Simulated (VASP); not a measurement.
Set up this calculation in VASP 6.6.1, as the native input.

```
Task                   : single point
Functional             : PBEsol
Potentials or basis    : VASP PAW PBE potentials, release 64 (Cd, Se)
Cutoff                 : 500 eV
k mesh                 : 6 × 6 × 6
Occupations            : fermi-dirac, width 0.02 eV
Spin                   : collinear spin, zero start
Starting moments       : [0.0, 0.0] μB
Dipole correction      : no
Further INCAR settings : ALGO = Normal; EDIFF = 1e-06; NBANDS = 20
```

The structure of CdSe lies in POSCAR:

```
CdSe
1.0
    0.0000000000      2.8429458735      2.8429458735
    2.8429458735      0.0000000000      2.8429458735
    2.8429458735      2.8429458735      0.0000000000
Cd Se
1 1
Direct
    0.0000000000      0.0000000000      0.0000000000
    0.5000000000      0.5000000000      0.5000000000
```

These files were run (other wordings do the same):

INCAR

```
PREC     = Accurate       # precision mode
ENCUT    = 500            # plane-wave cutoff, eV
EDIFF    = 1E-6           # SCF threshold, eV
ISMEAR   = -1             # smearing method
SIGMA    = 0.02           # smearing width, eV
LREAL    = F              # projectors in reciprocal space
LASPH    = T              # aspherical terms in the spheres
NELM     = 200            # most SCF steps
ALGO     = Normal         # electronic algorithm
ISIF     = 2              # what is computed and relaxed
LWAVE    = F              # write WAVECAR
LCHARG   = F              # write CHGCAR
ISPIN    = 2              # spin polarisation
MAGMOM   = 0 0            # initial moments
LORBIT   = 11             # projections on sites
GGA      = PS             # functional
NBANDS   = 20             # bands
GGA_COMPAT= F
```

KPOINTS

```
Automatic mesh
0
Gamma
  6 6 6
```

Potentials or basis: VASP PAW PBE potentials, release 64 (Cd, Se).

The run is started by

```sh
$ cat potpaw_PBE.64/Cd/POTCAR potpaw_PBE.64/Se/POTCAR > POTCAR
$ mpirun -np 1 vasp_std > vasp.out
```

Results of the run:

```
Pressure                                              : -1.6 GPa
Band gap on the k mesh                                : zero (filled and empty bands overlap)
Net moment                                            : 0.00 μB per cell
Valence electrons inside the program's atomic spheres : Cd 10.22; Se 3.82
```

Caveat: semilocal functionals underestimate gaps, so a narrow gap can read as zero; the PAW data sets were made with another functional, which shifts forces and pressure a little.

Run time: 55 s on 1 thread of Intel Xeon 8259CL, on a shared host, peak memory 0.19 GiB.
